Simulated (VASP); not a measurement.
**Ba: single point with r2SCAN**

Ba:

```
Ba
1.0
    -2.44496    2.44496    2.28691
     2.44496   -2.44496    2.28691
     2.44496    2.44496   -2.28691
Ba
1
Direct
  0.00000 0.00000 0.00000
```

```json
{
  "Program": "VASP 6.6.1",
  "Task": "single point",
  "Functional": "r2SCAN",
  "Potentials or basis": "VASP PAW PBE potentials, release 64 (Ba_sv)",
  "Cutoff": "520 eV",
  "k mesh": "6 × 6 × 6",
  "Occupations": "gaussian, width 0.1 eV",
  "Spin": "no spin polarisation",
  "Dipole correction": "no",
  "Further INCAR settings": "ALGO = Normal; EDIFF = 1e-07; NBANDS = 11"
}
```

- Pressure: 2.1 GPa
- Band gap on the k mesh: zero (bands 5 and 6 overlap by 1.14 eV)

Stress tensor (GPa, compression positive):
```
1.96 0.00 0.00
0.00 1.96 0.00
0.00 0.00 2.40
```

Levels at points of the mesh, in eV from the Fermi level:
```tsv
k point	band 2	band 3	band 4	band 5	band 6	band 7	band 8	band 9
(0.00, 0.00, 0.00)	-14.18	-14.18	-14.18	-2.95	1.95	2.43	2.43	3.36
(0.50, 0.00, 0.00)	-14.92	-14.41	-14.21	-1.03	0.65	1.80	3.95	4.87
(0.50, 0.50, 0.00)	-14.92	-14.38	-14.16	-1.02	1.16	1.52	3.46	4.30
(0.50, 0.50, 0.50)	-14.69	-14.69	-14.60	-1.00	-0.85	5.21	5.21	5.64
```

Wall time 59 s on 1 thread of Intel(R) Xeon(R) Platinum 8488C (Sapphire Rapids), on a shared host, peak memory 0.18 GiB.

Caveat: the PAW data sets were made with another functional, which shifts forces and pressure a little; spin-orbit coupling is left out, which moves the levels of the heavy elements.
